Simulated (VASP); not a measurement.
# Si3F2 (R-3m) in VASP: notebook, part 2 of 2

VASP 6.6.1. The steps go on from the part before.

## Step 4: Relaxation of cell and atoms, PBE

Input file INCAR:

```
SYSTEM = Si3F2
PREC = Accurate
ENCUT = 600
EDIFF = 1E-6
ISMEAR = 0
SIGMA = 0.1
LREAL = .False.
LASPH = .True.
NELM = 60
ALGO = Normal
ISIF = 3
LWAVE = .False.
LCHARG = .False.
GGA = PE
IBRION = 2
NSW = 90
EDIFFG = -0.04
```

Input file KPOINTS:

```
Automatic mesh
0
Gamma
  6 6 6
  0 0 0
```

Input file POSCAR:

```
Si3F2
1.0
    1.6085193897      0.9286791026      7.4563033016
   -1.6085193897      0.9286791026      7.4563033016
    0.0000000000     -1.8573582052      7.4563033016
Si F
3 2
Direct
    0.0000000000      0.0000000000      0.0000000000
    0.2095000000      0.2095000000      0.2095000000
    0.7905000000      0.7905000000      0.7905000000
    0.4000000000      0.4000000000      0.4000000000
    0.6000000000      0.6000000000      0.6000000000
```

Launch:

```console
> cat potpaw_PBE.64/Si/POTCAR potpaw_PBE.64/F/POTCAR > POTCAR
> mpirun -np 1 vasp_std > vasp.out
```

Run time: 38 min. Hardware: 1 thread of Intel Xeon 6975P-C (Granite Rapids), shared host; peak memory 0.64 GiB.

Results (log left out):

- Free energy: -23.0340 eV
- Relaxed volume: 18.79 Å³/atom
- Relaxed cell: a = 8.038 Å, b = 8.038 Å, c = 8.038 Å, α = 26.93°, β = 26.93°, γ = 26.93°
- Space group after relaxing (to 0.1 Å): R-3m (No. 166)
- Energy gained by relaxing: 766.7 meV/atom
- Ionic steps: 36
- Pressure after relaxing: 0.1 GPa
- Largest force after relaxing: 0.022 eV/Å

Forces in eV/Å, atoms in the order of the input:
```
Si   0.000  0.000  0.000
Si   0.000  0.000 -0.007
Si   0.000  0.000  0.007
F    0.000  0.000 -0.022
F    0.000  0.000  0.022
```

Stress tensor (GPa, compression positive):
```
 0.21  0.00  0.00
 0.00  0.21  0.00
 0.00  0.00 -0.05
```

The path:
```
step  energy change (eV)  largest force (eV/Å)  pressure (GPa)  volume (Å³)
   1              0.0000                2.8456           16.64        66.83
   2             -1.2135                1.6416           -3.32        81.14
   3             -1.2438                1.5440           -5.55        84.28
   4             -1.7938                1.2894           -3.53        81.41
   5             -2.0817                0.4189            3.53        77.68
   6             -2.0916                0.4250            1.74        78.38
   7             -2.0922                0.4192            2.11        78.23
   8             -2.1558                0.6085            1.22        80.63
   9             -2.3787                1.0767           -0.73        88.10
  10             -2.6451                1.4265           -3.30       104.38
  11             -2.7079                1.4457           -4.91       112.43
  12             -2.6953                1.4500           -4.00       108.39
  13             -2.7073                1.4472           -4.07       108.85
  14             -2.7398                1.4318           -4.34       110.23
  15             -2.7909                1.4035           -4.82       113.02
  16             -2.8603                1.2499           -5.92       118.75
  17             -2.9288                1.1940           -5.55       118.23
  18             -3.1116                1.0390           -4.44       116.64
  19             -3.3864                0.7362           -2.27       113.47
  20             -3.6320                0.5709            1.82       107.11
  21             -3.6395                0.5831            2.49       106.03
  22             -3.7050                0.4369            0.60       107.28
  23             -3.7287                0.2908           -1.47       108.72
  24             -3.7288                0.3017           -1.31       108.60
  25             -3.7429                0.2950           -1.07       107.64
  26             -3.7737                0.2688           -0.41       104.78
  27             -3.7915                0.3050            0.84        99.09
  28             -3.8016                0.2567           -0.53        98.82
  29             -3.8016                0.2611           -0.45        98.83
  30             -3.8104                0.2338           -0.25        97.95
  31             -3.8254                0.1517            0.34        95.34
  32             -3.8266                0.1217            0.56        94.41
  33             -3.8285                0.1768           -0.78        94.91
  34             -3.8301                0.1444           -0.25        94.70
  35             -3.8332                0.0576           -0.04        94.22
  36             -3.8334                0.0217            0.12        93.93
```

Final structure:
```cif
data_structure
_symmetry_space_group_name_H-M 'P 1'
_symmetry_Int_Tables_number 1
_cell_length_a 8.0376
_cell_length_b 8.0376
_cell_length_c 8.0376
_cell_angle_alpha 26.928
_cell_angle_beta 26.928
_cell_angle_gamma 26.928
_cell_volume 93.93
loop_
_atom_site_label
_atom_site_type_symbol
_atom_site_fract_x
_atom_site_fract_y
_atom_site_fract_z
_atom_site_occupancy
Si1 Si 0.00000 0.00000 0.00000 1
Si2 Si 0.17920 0.17920 0.17920 1
Si3 Si 0.82080 0.82080 0.82080 1
F1 F 0.36600 0.36600 0.36600 1
F2 F 0.63400 0.63400 0.63400 1
```

Levels at points of the mesh, in eV from the Fermi level:
| k point | band 11 | band 12 | band 13 | band 14 | band 15 | band 16 |
| --- | --- | --- | --- | --- | --- | --- |
| (0.00, 0.00, 0.00) | -2.83 | -0.72 | -0.72 | 1.32 | 3.04 | 3.42 |
| (0.50, 0.00, 0.00) | -2.24 | -1.57 | -1.05 | 0.82 | 1.45 | 1.76 |
| (0.50, 0.50, 0.00) | -2.25 | -1.53 | -1.03 | 0.28 | 1.62 | 1.93 |
| (0.50, 0.50, 0.50) | -2.34 | -0.72 | -0.72 | 0.56 | 3.01 | 4.11 |

Caveat: the k points lie up to 0.33 Å⁻¹ apart in the final cell; the volume moved by over 15 % at a fixed basis, so the end points are rough.

## Step 5: Single point, PBE, collinear spin

Input file INCAR:

```
SYSTEM = Si3F2
PREC = Accurate
ENCUT = 600
EDIFF = 1E-6
ISMEAR = 0
SIGMA = 0.1
LREAL = .FALSE.
LASPH = .TRUE.
NELM = 200
ALGO = Normal
ISIF = 2
LWAVE = .FALSE.
LCHARG = .FALSE.
ISPIN = 2
MAGMOM = 0 0 0 1 1
LORBIT = 11
GGA = PE
NBANDS = 25
GGA_COMPAT = .FALSE.
```

Input file KPOINTS:

```
regular mesh
0
G
  6 6 6
  0 0 0
```

POSCAR is that of step 4.

Potentials or basis: VASP PAW PBE potentials, release 64 (Si, F).

Launch:

```console
> cat potpaw_PBE.64/Si/POTCAR potpaw_PBE.64/F/POTCAR > POTCAR
> mpirun -np 1 vasp_std > vasp.out
```

OUTCAR:

```text
SYSTEM = Si3F2
   PREC = Accurate
   ENCUT = 600
   EDIFF = 1E-6
   ISMEAR = 0
   LREAL = .FALSE.
   LASPH = .TRUE.
   NELM = 200
   ISIF = 2
   ISPIN = 2
   LORBIT = 11
   GGA = PE

 ion  position               nearest neighbor table
   1  0.000  0.000  0.000-   5 2.38   4 2.38   5 2.38   5 2.38   4 2.38   4 2.38
   2  0.209  0.209  0.209-   5 2.25   5 2.25   5 2.25   3 2.67   3 2.67   3 2.67
   3  0.791  0.791  0.791-   4 2.25   4 2.25   4 2.25   2 2.67   2 2.67   2 2.67
   4  0.400  0.400  0.400-   3 2.25   3 2.25   3 2.25   1 2.38   1 2.38   1 2.38
   5  0.600  0.600  0.600-   2 2.25   2 2.25   2 2.25   1 2.38   1 2.38   1 2.38

  LATTYP: Found a trigonal (rhomboedric) cell.
 ALAT       =     7.6841550237
 COS(alpha) =     0.9123624232

  Lattice vectors:

 A1 = (   1.6085193897,   0.9286791026,   7.4563033016)
 A2 = (  -1.6085193897,   0.9286791026,   7.4563033016)
 A3 = (   0.0000000000,  -1.8573582052,   7.4563033016)

Analysis of symmetry for initial positions (statically):
=====================================================================
 Subroutine PRICEL returns:
 Original cell was already a primitive cell.

 Routine SETGRP: Setting up the symmetry group for a
 trigonal (rhombohedral) supercell.

 Subroutine GETGRP returns: Found 12 space group operations
 (whereof 12 operations were pure point group operations)
 out of a pool of 12 trial point group operations.

The static configuration has the point symmetry D_3d.

Analysis of symmetry for dynamics (positions and initial velocities):
=====================================================================
 Subroutine PRICEL returns:
 Original cell was already a primitive cell.

 Routine SETGRP: Setting up the symmetry group for a
 trigonal (rhombohedral) supercell.

 Subroutine GETGRP returns: Found 12 space group operations
 (whereof 12 operations were pure point group operations)
 out of a pool of 12 trial point group operations.

The dynamic configuration has the point symmetry D_3d.

Analysis of structural, dynamic, and magnetic symmetry:
[... 170 lines left out ...]
 fundamental gap:      0.0382334391
 Fermi energy:         7.7557815579

 spin component 1

 k-point     1 :       0.0000    0.0000    0.0000
  band No.  band energies     occupation
      1     -18.3083      1.00000
      2     -18.1931      1.00000
      3      -4.1513      1.00000
      4      -2.2934      1.00000
      5      -1.0239      1.00000
      6       0.6922      1.00000
[... 661 lines left out ...]
     24      18.6458      0.00000
     25      19.3760      0.00000

 [... further k-points ...]

 spin component 2

 k-point     1 :       0.0000    0.0000    0.0000
  band No.  band energies     occupation
      1     -18.3081      1.00000
      2     -18.1929      1.00000
      3      -4.1509      1.00000
      4      -2.2927      1.00000
      5      -1.0236      1.00000
      6       0.6924      1.00000
[... 661 lines left out ...]
     24      18.6465      0.00000
     25      19.3735      0.00000

 [... further k-points ...]

------------------------ aborting loop because EDIFF is reached ----------------------------------------

  FORCE on cell =-STRESS in cart. coord.  units (eV):
  Direction    XX          YY          ZZ          XY          YZ          ZX
  --------------------------------------------------------------------------------------
  -------------------------------------------------------------------------------------
  Total        5.5646265      5.5646265      9.7342719      0.0000000      0.0000000      0.0000000
  in kB      133.4073675    133.4073675    233.3712033      0.0000000      0.0000000      0.0000000
  external PRESSURE =     166.7286461 kB  Pullay stress =       0.0000000 kB

 VOLUME and BASIS-vectors are now :
 -----------------------------------------------------------------------------
  energy-cutoff  :      600.00
  volume of cell :       66.83
      direct lattice vectors                 reciprocal lattice vectors
     1.608519390  0.928679103  7.456303302     0.310844870  0.179466369  0.044704905
    -1.608519390  0.928679103  7.456303302    -0.310844870  0.179466369  0.044704905
     0.000000000 -1.857358205  7.456303302     0.000000000 -0.358932738  0.044704905

 POSITION                                       TOTAL-FORCE (eV/Angst)
 -----------------------------------------------------------------------------------
      0.00000      0.00000      0.00000         0.000000      0.000000      0.000000
      0.00000      0.00000      4.68629         0.000000      0.000000     -2.845610
      0.00000      0.00000     17.68262         0.000000     -0.000000      2.845610
      0.00000      0.00000      8.94756         0.000000      0.000000     -0.853225
      0.00000      0.00000     13.42135         0.000000     -0.000000      0.853225
 -----------------------------------------------------------------------------------
    total drift:                               -0.000000     -0.000000     -0.000000

  FREE ENERGIE OF THE ION-ELECTRON SYSTEM (eV)
  ---------------------------------------------------
  free  energy   TOTEN  =       -19.2005694540 eV

  energy  without entropy=      -19.1851021574  energy(sigma->0) =      -19.19283581

 total charge

# of ion       s       p       d       tot
------------------------------------------
    1        1.032   0.455   0.000   1.487
    2        0.927   0.582   0.000   1.508
    3        0.927   0.582   0.000   1.508
    4        1.782   4.277   0.000   6.059
    5        1.782   4.277   0.000   6.059
--------------------------------------------------
tot          6.448  10.172   0.000  16.620

 magnetization (x)

# of ion       s       p       d       tot
------------------------------------------
    1        0.000   0.000   0.000   0.000
    2        0.000   0.000   0.000   0.000
    3        0.000   0.000   0.000   0.000
    4        0.000   0.000   0.000   0.000
    5        0.000   0.000   0.000   0.000
--------------------------------------------------
tot          0.000   0.000   0.000   0.000
```

OSZICAR:

```text
N       E                     dE             d eps       ncg     rms          rms(c)
DAV:   1     0.105906334222E+03    0.10591E+03   -0.13568E+04  3200   0.104E+03
DAV:   2    -0.134951071832E+02   -0.11940E+03   -0.11294E+03  3895   0.211E+02
DAV:   3    -0.196885575933E+02   -0.61935E+01   -0.61421E+01  3980   0.433E+01
DAV:   4    -0.197244124838E+02   -0.35855E-01   -0.35838E-01  3816   0.389E+00
DAV:   5    -0.197246382481E+02   -0.22576E-03   -0.22575E-03  4101   0.308E-01    0.114E+01
DAV:   6    -0.191356472091E+02    0.58899E+00   -0.59867E+00  4018   0.149E+01    0.373E+00
DAV:   7    -0.191831796706E+02   -0.47532E-01   -0.66036E-01  3745   0.414E+00    0.157E+00
DAV:   8    -0.191940946623E+02   -0.10915E-01   -0.53218E-02  3995   0.130E+00    0.856E-01
DAV:   9    -0.191979677696E+02   -0.38731E-02   -0.64286E-03  4018   0.435E-01    0.295E-01
DAV:  10    -0.192000757102E+02   -0.21079E-02   -0.27388E-03  4083   0.263E-01    0.944E-02
DAV:  11    -0.192004328389E+02   -0.35713E-03   -0.44252E-04  3950   0.126E-01    0.548E-02
DAV:  12    -0.192005296818E+02   -0.96843E-04   -0.80562E-05  3946   0.415E-02    0.265E-02
DAV:  13    -0.192005616416E+02   -0.31960E-04   -0.25653E-05  3901   0.275E-02    0.128E-02
DAV:  14    -0.192005690456E+02   -0.74040E-05   -0.66138E-06  4023   0.127E-02    0.416E-03
DAV:  15    -0.192005694540E+02   -0.40840E-06   -0.12147E-06  2115   0.672E-03
   1 F= -.19200569E+02 E0= -.19192836E+02  d E =-.154673E-01  mag=     0.0012
```

Run time: 21 min. Hardware: 1 thread of Intel Xeon 8259CL, shared host; peak memory 0.74 GiB.

What came out:

| Property | Result |
| --- | --- |
| Free energy | -19.2006 eV |
| Pressure | 16.7 GPa |
| Largest force | 2.846 eV/Å |
| Band gap on the k mesh | zero (filled and empty bands overlap) |
| Net moment | 0.00 μB per cell |
| Valence electrons inside the program's atomic spheres | Si 1.49, 1.51 (each value once); F 6.06 |

Forces in eV/Å, atoms in the order of the input:
```
Si   0.000  0.000  0.000
Si   0.000  0.000 -2.846
Si   0.000  0.000  2.846
F    0.000  0.000 -0.853
F    0.000  0.000  0.853
```

Levels at points of the mesh, in eV from the Fermi level:
Spin up:
```csv
k point,band 11,band 12,band 13,band 14,band 15,band 16
"(0.00, 0.00, 0.00)",-4.80,0.54,1.12,3.59,3.59,4.10
"(0.50, 0.00, 0.00)",-3.97,-1.36,-0.80,-0.17,1.38,1.86
"(0.50, 0.50, 0.00)",-3.65,-2.27,-0.81,0.64,1.31,2.59
"(0.50, 0.50, 0.50)",-2.48,-2.04,3.31,3.31,4.21,4.91
```
Spin down:
| k point | band 9 | band 10 | band 11 | band 12 | band 13 | band 14 | band 15 | band 16 | band 17 | band 18 |
| --- | --- | --- | --- | --- | --- | --- | --- | --- | --- | --- |
| (0.00, 0.00, 0.00) | -7.03 | -4.85 | -4.80 | 0.54 | 1.12 | 3.59 | 3.59 | 4.10 | 4.10 | 6.38 |
| (0.50, 0.00, 0.00) | -6.90 | -5.22 | -3.97 | -1.36 | -0.80 | -0.17 | 1.38 | 1.86 | 3.20 | 3.55 |
| (0.50, 0.50, 0.00) | -6.30 | -5.70 | -3.65 | -2.27 | -0.81 | 0.64 | 1.31 | 2.59 | 2.60 | 3.32 |
| (0.50, 0.50, 0.50) | -7.02 | -6.78 | -2.48 | -2.04 | 3.31 | 3.31 | 4.21 | 4.91 | 4.91 | 5.03 |

Caveat: the k points lie up to 0.38 Å⁻¹ apart, too coarse for converged energies and pressures of a metal; forces of over 1 eV/Å act on the atoms, so gaps and moduli don't describe the material at rest.

## Step 6: The runs side by side

| task | spin | cell | cutoff (eV) | gap on the mesh (eV) | pressure (GPa) | largest force (eV/Å) |
| --- | --- | --- | --- | --- | --- | --- |
| single point | off | a = 7.684 Å, angles 24.2°, 5 atoms, atomic positions A | 520 | none | 16.7 | 2.85 |
| single point | off | a = 9.711 Å, angles 16.9°, 5 atoms, atomic positions B | 520 | none | 0.0 | 0.01 |
| relaxation of cell and atoms | off | relaxed from a = 7.684 Å, angles 24.2°, 5 atoms, atomic positions A | 600 | - | 0.1 | 0.02 |
| single point | collinear | a = 7.684 Å, angles 24.2°, 5 atoms, atomic positions A | 600 | none | 16.7 | 2.85 |

Alike in all rows: level PBE; potentials or basis VASP PAW PBE potentials, release 64 (Si, F); k mesh 6 × 6 × 6; smearing gaussian 0.1 eV.

Caveats: all runs use coarse meshes; forces of over 1 eV/Å act on the atoms, so gaps and moduli don't describe the material at rest (at least some runs); the volume moved by over 15 % at a fixed basis, so the end points are rough (at least some runs).

Absolute energies hang on the potentials; compare differences alone.
